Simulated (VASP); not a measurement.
Input of a VASP 6.6.1 run:

The input INCAR:

```
SYSTEM = KBe2Br
PREC = Accurate ; ENCUT = 520
EDIFF = 1E-7 ; ISMEAR = 0
SIGMA = 0.1 ; LREAL = .False.
LASPH = .True. ; NELM = 100
ALGO = Normal ; ISIF = 2
LWAVE = .False. ; LCHARG = .True.
GGA = PE ; LELF = .True.
LVHAR = .True. ; NBANDS = 18
```

The input KPOINTS:

```
Automatic mesh
0
Gamma
  4 4 4
  0 0 0
```

Contents of POSCAR:

```
KBe2Br
1.0
    2.6579789400     -3.9942233800      0.0000000000
    2.6579789400      3.9942233800      0.0000000000
    0.0000000000      0.0000000000      4.3048261700
K Be Br
1 2 1
Direct
    0.0000000000      0.0000000000      0.0000000000
    0.0000000000      0.5000000000      0.0000000000
    0.5000000000      0.0000000000      0.0000000000
    0.5000000000      0.5000000000      0.5000000000
```

Potentials or basis: VASP PAW PBE potentials, release 64 (K_sv, Be, Br).

Command:

```sh
$ cat potpaw_PBE.64/K_sv/POTCAR potpaw_PBE.64/Be/POTCAR potpaw_PBE.64/Br/POTCAR > POTCAR
$ mpirun -np 1 vasp_std > vasp.out
```

**Question.** What does it give for the pressure?

**Answer.** 7.9 GPa.

**Question.** What does it give for the band gap on the k mesh?

**Answer.** Zero (bands 10 and 11 overlap by 0.52 eV).

Stress tensor (GPa, compression positive):
```
-6.08  0.00  0.00
 0.00 28.55  0.00
 0.00  0.00  1.18
```

Caveat: the k points lie up to 0.36 Å⁻¹ apart, too coarse for converged energies and pressures of a metal.
